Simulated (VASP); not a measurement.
Here is a VASP 6.6.1 calculation.

Contents of INCAR:

```
SYSTEM = BeRu
PREC = Accurate
ENCUT = 520
EDIFF = 1E-7
ISMEAR = -1
SIGMA = 0.05
LREAL = .False.
LASPH = .True.
NELM = 60
ALGO = Fast
ISIF = 2
LWAVE = .False.
LCHARG = .False.
GGA = PE
NBANDS = 15
```

The input KPOINTS:

```
regular mesh
0
Gamma
  12 12 7
  0 0 0
```

File POSCAR:

```
BeRu
1.0
    2.5159243934      0.0000000000      0.0000000000
   -1.2579621967      2.1788544337      0.0000000000
    0.0000000000      0.0000000000      3.8206547140
Be Ru
1 1
Direct
    0.0000000000      0.0000000000      0.5000000000
    0.6666666700      0.3333333300      0.0000000000
```

Potentials or basis: VASP PAW PBE potentials, release 64 (Be, Ru_pv).

Launch:

```console
$ cat potpaw_PBE.64/Be/POTCAR potpaw_PBE.64/Ru_pv/POTCAR > POTCAR
$ mpirun -np 1 vasp_std > vasp.out
```

(1) Estimate the pressure.

(2) What does it give for the band gap on the k mesh?

## Answers

(1) 29.9 GPa.

(2) zero (band 8 reaches 10.93 eV, above the bottom of band 9 at 10.52 eV).
